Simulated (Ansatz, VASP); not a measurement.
**Two plane-wave programs on MgI2**

Contents of POSCAR:

```
MgI2
1.0
    4.1537000000      0.0000000000      0.0000000000
   -2.0768500000      3.5972097197      0.0000000000
    0.0000000000      0.0000000000      6.8620000000
Mg I
1 2
Direct
    0.0000000000      0.0000000000      0.0000000000
    0.3333333333      0.6666666667      0.7576300000
    0.6666666667      0.3333333333      0.2423700000
```

The input INCAR.step1:

```
  PREC = Accurate
  ENCUT = 600
  ISMEAR = 0
  SIGMA = 0.02
  LREAL = False
  LASPH = True
  NELM = 100
  GGA = PE
  ALGO = Normal
  EDIFF = 1E-4
  LWAVE = True
  LCHARG = False
```

The input INCAR.step2:

```
  PREC = Accurate
  ENCUT = 600
  EDIFF = 1E-6
  ISMEAR = 0
  SIGMA = 0.02
  LREAL = False
  LASPH = True
  NELM = 100
  ALGO = Normal
  ISIF = 3
  LWAVE = False
  LCHARG = False
  METAGGA = R2SCAN
  LMIXTAU = True
  LUSE_VDW = True
  IVDW_NL = 2
  BPARAM = 11.95
  CPARAM = 0.0093
  IBRION = 2
  NSW = 100
  EDIFFG = -0.002
  ISTART = 1
```

The input KPOINTS:

```
Automatic mesh
0
Gamma
  6 6 4
```

Input for Ansatz:

```yaml
crystal:
  lattice:
    - [4.1537, 0.0, 0.0]
    - [-2.07685, 3.5972097197, 0.0]
    - [0.0, 0.0, 6.862]
  atoms:
    - { symbol: Mg, position: [0.0, 0.0, 0.0] }
    - { symbol: I, position: [0.3333333333, 0.6666666667, 0.75763] }
    - { symbol: I, position: [0.6666666667, 0.3333333333, 0.24237] }
basis:
  ecutwfc: 500
kpoints:
  mp_grid: { grid: [6, 6, 4] }
hamiltonian:
  xc: r2scan
  dispersion: rvv10
scf:
  occupations: { method: gaussian, width: 0.02 }
output:
  forces: true
  stress: true
  eigenvalues: true
  write_density: true
  write_potential: true
  elf: true
  volumetric_format: npy
relax:
  adjacent_minimum: "off"
  f_tol: 0.002
  max_steps: 80
  cell: { stress_tol: 0.02 }
```

Alike in both runs: task relaxation of cell and atoms; functional r2SCAN; dispersion rVV10; k mesh 6 × 6 × 4; occupations gaussian, width 0.02 eV; no spin polarisation.

|  | VASP | Ansatz |
| --- | --- | --- |
| version | VASP 6.6.1 | Ansatz 0.2.0 |
| potentials or method | VASP PAW PBE potentials, release 64 (Mg, I), cutoff 600 eV | scalar-relativistic, plane waves, PAW |
| valence electrons in the cell | 16 | 44 |

Ansatz gave:

```
gap on the k mesh at the Fermi level, each at its own relaxed structure (eV) : 4.10
relaxed volume (Å³/atom)                                                     : 34.26
relaxed cell length with the largest relative difference (Å)                 : 6.875
```

**Question.** Estimate VASP's values.

**Answer.** gap on the k mesh at the Fermi level, each at its own relaxed structure (eV): 4.08; relaxed volume (Å³/atom): 34.35; relaxed cell length with the largest relative difference (Å): 6.894.

VASP's potentials were made for PBE, not for r2SCAN. VASP's potentials hold 16 valence electrons a cell and Ansatz's 44, so a difference there can come from the potentials and not from the codes.

Neither program's run includes spin-orbit coupling.
